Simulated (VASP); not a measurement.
Input of a VASP 6.6.1 run:

File INCAR:

```
SYSTEM = MoSe3
ALGO = Normal
EDIFF = 1E-6
ENCUT = 520
GGA = PE
ISIF = 2
ISMEAR = 0
ISPIN = 2
LASPH = .True.
LCHARG = .False.
LMAXMIX = 4
LORBIT = 11
LREAL = .False.
LWAVE = .False.
MAGMOM = 3.28 0 0 0
NBANDS = 28
NELM = 150
PREC = Accurate
SIGMA = 0.1
```

File KPOINTS:

```
k-points
0
Gamma
  4 4 4
  0 0 0
```

The input POSCAR:

```
MoSe3
1.0
    4.2785552827      0.0000000000      0.0000000000
    0.0000000000      4.2785552827      0.0000000000
    0.0000000000      0.0000000000      4.2785552827
Mo Se
1 3
Direct
    0.0000000000      0.0000000000      0.0000000000
    0.0000000000      0.5000000000      0.5000000000
    0.5000000000      0.0000000000      0.5000000000
    0.5000000000      0.5000000000      0.0000000000
```

Potentials or basis: VASP PAW PBE potentials, release 64 (Mo_sv, Se).

Run with:

```bash
$ cat potpaw_PBE.64/Mo_sv/POTCAR potpaw_PBE.64/Se/POTCAR > POTCAR
$ mpirun -np 1 vasp_std > vasp.out
```

Question: What does it give for the site moments?

Answer: Mo +2.52; Se -0.03 μB.

Question: What does it give for the net moment?

Answer: 2.85 μB per cell.

Question: Predict the pressure.

Answer: 0.4 GPa.

Caveat: the k points lie up to 0.37 Å⁻¹ apart.
